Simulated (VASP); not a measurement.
Cr: single point with revPBE

Crystal: Cr.

```
CELL_PARAMETERS angstrom
2.35068 0.00000 0.00000
0.00000 2.35068 0.00000
0.00000 0.00000 2.35068
ATOMIC_POSITIONS crystal
Cr 0.00000 0.00000 0.00000
```

This isn't the form of Cr at room conditions, which is bcc.

- Program: VASP 6.6.1
- Task: single point
- Functional: revPBE
- Potentials or basis: VASP PAW PBE potentials, release 64 (Cr_pv)
- Cutoff: 520 eV
- k mesh: 13 × 13 × 13
- Occupations: fermi-dirac, width 0.05 eV
- Spin: collinear spin, ferromagnetic start
- Starting moments: [1.5] μB

```
Pressure                                              : -0.2 GPa
Band gap on the k mesh                                : zero (filled and empty bands overlap)
Net moment                                            : 0.00 μB per cell
Valence electrons inside the program's atomic spheres : Cr 11.06
```

Levels at points of the mesh, in eV from the Fermi level:
Spin up:
```
           k point  band 2  band 3  band 4  band 5  band 6  band 7  band 8  band 9  band 10  band 11
(0.00, 0.00, 0.00)  -42.63  -42.63   -7.33   -3.15   -3.15    2.38    2.38    2.38     7.52    19.40
```
Spin down:
```csv
k point,band 2,band 3,band 4,band 5,band 6,band 7,band 8,band 9,band 10,band 11
"(0.00, 0.00, 0.00)",-42.63,-42.63,-7.33,-3.15,-3.15,2.38,2.38,2.38,7.52,19.40
```

Run time: 44 s on 1 thread of Intel Xeon 8259CL, on a shared host, peak memory 0.14 GiB.

Caveat: the PAW data sets were made with another functional, which shifts forces and pressure a little.
